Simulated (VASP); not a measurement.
Input of a VASP 6.6.1 run:

INCAR

```
ALGO = Normal
EDIFF = 1E-7
ENCUT = 520
GGA = PE
ISIF = 2
ISMEAR = -1
LASPH = True
LCHARG = False
LREAL = False
LWAVE = False
NBANDS = 27
NELM = 60
PREC = Accurate
SIGMA = 0.02
```

Contents of KPOINTS:

```
k-points
0
Gamma
  8 8 8
```

Contents of POSCAR:

```
InSe
1.0
    2.0105578926      1.1607961405      8.4106659492
   -2.0105578926      1.1607961405      8.4106659492
    0.0000000000     -2.3215922810      8.4106659492
In Se
2 2
Direct
    0.0004771575      0.0004771575      0.0004771575
    0.1108703958      0.1108703958      0.1108703958
    0.6169580843      0.6169580843      0.6169580843
    0.8276943625      0.8276943625      0.8276943625
```

Potentials or basis: VASP PAW PBE potentials, release 64 (In_d, Se).

Launch:

```console
$ cat potpaw_PBE.64/In_d/POTCAR potpaw_PBE.64/Se/POTCAR > POTCAR
$ mpirun -np 1 vasp_std > vasp.out
```

(1) Estimate the band gap on the k mesh.

(2) Predict the largest force.

## Answers

(1) 0.39 eV.

(2) 0.210 eV/Å.

Caveat: spin-orbit coupling is left out, which moves the levels of the heavy elements.
